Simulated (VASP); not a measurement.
Here is a VASP 6.6.1 calculation.

POSCAR

```
Sb
1.0
   -1.5765401831      1.5765401831      2.7119384313
    1.5765401831     -1.5765401831      2.7119384313
    1.5765401831      1.5765401831     -2.7119384313
Sb
1
Direct
    0.0000000000      0.0000000000      0.0000000000
```

File INCAR.step1:

```
PREC = Accurate ; ENCUT = 600
EDIFF = 1E-5 ; ISMEAR = -1
SIGMA = 0.05 ; LREAL = False
LASPH = True ; NELM = 80
ALGO = Normal ; LWAVE = True
LCHARG = False ; GGA = PE
NBANDS = 8
```

Contents of INCAR.step2:

```
PREC = Accurate ; ENCUT = 600
EDIFF = 1E-7 ; ISMEAR = -1
SIGMA = 0.05 ; LREAL = False
LASPH = True ; NELM = 80
ALGO = Normal ; ISIF = 3
LWAVE = False ; LCHARG = False
GGA = PE ; LHFCALC = True
AEXX = 0.25 ; PRECFOCK = Normal
IBRION = 2 ; NSW = 60
EDIFFG = -0.01 ; ISTART = 1
```

KPOINTS

```
regular mesh
0
Gamma
  6 6 6
```

Potentials or basis: VASP PAW PBE potentials, release 64 (Sb).

Launch:

```bash
$ cat potpaw_PBE.64/Sb/POTCAR > POTCAR
$ cp INCAR.step1 INCAR
$ mpirun -np 1 vasp_std > vasp.out
$ cp INCAR.step2 INCAR
$ mpirun -np 1 vasp_std > vasp.out
```

**Question.** Estimate the relaxed cell.

**Answer.** a = 3.452 Å, b = 3.452 Å, c = 3.452 Å, α = 125.80°, β = 125.80°, γ = 80.21°.

**Question.** Predict the band gap on the k mesh.

**Answer.** Zero (an odd number of electrons rules out a gap without spin polarisation).

**Question.** What does it give for the relaxed volume?

**Answer.** 26.11 Å³/atom.

**Question.** Estimate the space group after relaxing (to 0.1 Å).

**Answer.** I4/mmm (No. 139).

The path:
```
step  energy change (eV)  largest force (eV/Å)  pressure (GPa)  volume (Å³)
   1              0.0000                0.0000           -1.93        26.96
   2             -0.0070                0.0000            1.27        25.71
   3             -0.0081                0.0000            0.38        26.03
   4             -0.0087                0.0000           -0.07        26.14
   5             -0.0088                0.0000            0.02        26.11
```

Caveat: the k points lie up to 0.39 Å⁻¹ apart in the final cell, too coarse for converged energies and pressures of a metal; the PAW data sets were made with another functional, which shifts forces and pressure a little; spin-orbit coupling is left out, which moves the levels of the heavy elements; an odd number of electrons without spin polarisation forces a metal; a magnetic or distorted state may lie lower.
